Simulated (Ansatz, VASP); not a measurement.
# InP in VASP and in Ansatz

File POSCAR:

```
InP
1.0
    0.0000000000      2.9690636329      2.9690636329
    2.9690636329      0.0000000000      2.9690636329
    2.9690636329      2.9690636329      0.0000000000
In P
1 1
Direct
    0.0000000000      0.0000000000      0.0000000000
    0.7500000000      0.7500000000      0.7500000000
```

INCAR.step1

```
SYSTEM = InP
PREC = Accurate
ENCUT = 520
EDIFF = 1E-5
ISMEAR = -1
SIGMA = 0.05
LREAL = .False.
LASPH = .True.
NELM = 100
ALGO = Normal
ISIF = 2
LWAVE = .True.
LCHARG = .False.
NBANDS = 16
GGA = PE
```

The input INCAR.step2:

```
SYSTEM = InP
PREC = Accurate
ENCUT = 520
EDIFF = 1E-6
ISMEAR = -1
SIGMA = 0.05
LREAL = .False.
LASPH = .True.
NELM = 100
ALGO = Normal
ISIF = 2
LWAVE = .False.
LCHARG = .False.
METAGGA = R2SCAN
LHFCALC = .True.
AEXX = 0.5
LMIXTAU = .True.
PRECFOCK = Normal
NBANDS = 16
ISTART = 1
```

KPOINTS

```
regular mesh
0
Gamma
  4 4 4
  0 0 0
```

The input input.yaml:

```yaml
crystal:
  lattice:
    - [0.0, 2.9690636329, 2.9690636329]
    - [2.9690636329, 0.0, 2.9690636329]
    - [2.9690636329, 2.9690636329, 0.0]
  atoms:
    - { symbol: In, position: [0.0, 0.0, 0.0] }
    - { symbol: P, position: [0.75, 0.75, 0.75] }
hamiltonian:
  xc: r2scan50
  pseudopotentials: { kind: paw }
kpoints:
  mp_grid: { grid: [4, 4, 4] }
scf:
  occupations: { method: fermi_dirac, width: 0.05 }
output:
  forces: true
  stress: true
  eigenvalues: true
  write_density: true
  write_potential: true
  elf: true
  volumetric_format: npy
```

Alike in both runs: task single point; functional r2SCAN50; k mesh 4 × 4 × 4; occupations fermi-dirac, width 0.05 eV; no spin polarisation.

```csv
,VASP,Ansatz
version,VASP 6.6.1,Ansatz 0.2.0
potentials or method,"VASP PAW PBE potentials, release 64 (In_d, P)",Ansatz PAW
plane-wave cutoff (eV),520,500
valence electrons in the cell,18,18
```

|  | VASP | Ansatz | Ansatz less VASP |
| --- | --- | --- | --- |
| gap on the k mesh at the Fermi level (eV) | 3.63 | 3.53 | -0.095 |
| least direct gap on the mesh (eV) | 3.63 | 3.53 | -0.095 |
| pressure (GPa) | -3.7 | -3.3 | +0.36 |

VASP's potentials were made for PBE, not for r2SCAN50.

The k mesh is coarse, so the values compare programs but aren't converged.
